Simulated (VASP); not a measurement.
Write the native input for VASP 6.6.1 that does the following.

```yaml
Task: single point
Functional: PBE-based screened hybrid
Potentials_or_basis: VASP PAW PBE potentials, release 64 (Rb_sv, Br)
Cutoff: 520 eV
k_mesh: 4 × 4 × 4
Occupations: fermi-dirac, width 0.05 eV
Spin: no spin polarisation
Dipole_correction: no
Grid_for_exact_exchange_PRECFOCK: Normal
Share_of_exact_exchange: 0.25
Further_INCAR_settings: ALGO = Normal; EDIFF = 1e-06; NBANDS = 15
Screening_parameter: 0.15 1/Å
```

RbBr:

```xyz
2
Lattice="0.0000 3.4270 3.4270 3.4270 0.0000 3.4270 3.4270 3.4270 0.0000" Properties=species:S:1:pos:R:3 pbc="T T T"
Rb    0.0000    0.0000    0.0000
Br    3.4270    3.4270    3.4270
```

One way to write it, as run:

POSCAR

```
RbBr
1.0
    0.0000000000      3.4270000000      3.4270000000
    3.4270000000      0.0000000000      3.4270000000
    3.4270000000      3.4270000000      0.0000000000
Rb Br
1 1
Direct
    0.0000000000      0.0000000000      0.0000000000
    0.5000000000      0.5000000000      0.5000000000
```

INCAR.step1

```
ALGO = Normal
EDIFF = 1E-5
ENCUT = 520
GGA = PE
ISIF = 2
ISMEAR = -1
LASPH = True
LCHARG = False
LREAL = False
LWAVE = True
NBANDS = 15
NELM = 60
PREC = Accurate
SIGMA = 0.05
```

INCAR.step2

```
AEXX = 0.25
ALGO = Normal
EDIFF = 1E-6
ENCUT = 520
GGA = PE
HFSCREEN = 0.15
ISIF = 2
ISMEAR = -1
ISTART = 1
LASPH = True
LCHARG = False
LHFCALC = True
LREAL = False
LWAVE = False
NBANDS = 15
NELM = 60
PREC = Accurate
PRECFOCK = Normal
SIGMA = 0.05
```

KPOINTS

```
k-points
0
Gamma
  4 4 4
```

Potentials or basis: VASP PAW PBE potentials, release 64 (Rb_sv, Br).

Launch:

```sh
$ cat potpaw_PBE.64/Rb_sv/POTCAR potpaw_PBE.64/Br/POTCAR > POTCAR
$ cp INCAR.step1 INCAR
$ mpirun -np 1 vasp_std > vasp.out
$ cp INCAR.step2 INCAR
$ mpirun -np 1 vasp_std > vasp.out
```

Results of the run:

| Quantity | Value |
| --- | --- |
| Pressure | 0.8 GPa |
| Band gap on the k mesh | 5.70 eV, direct |

Caveat: the PAW data sets were made with another functional, which shifts forces and pressure a little.

Wall time 6.6 min on 1 thread of Intel(R) Xeon(R) Platinum 8488C (Sapphire Rapids), on a shared host, peak memory 0.32 GiB.
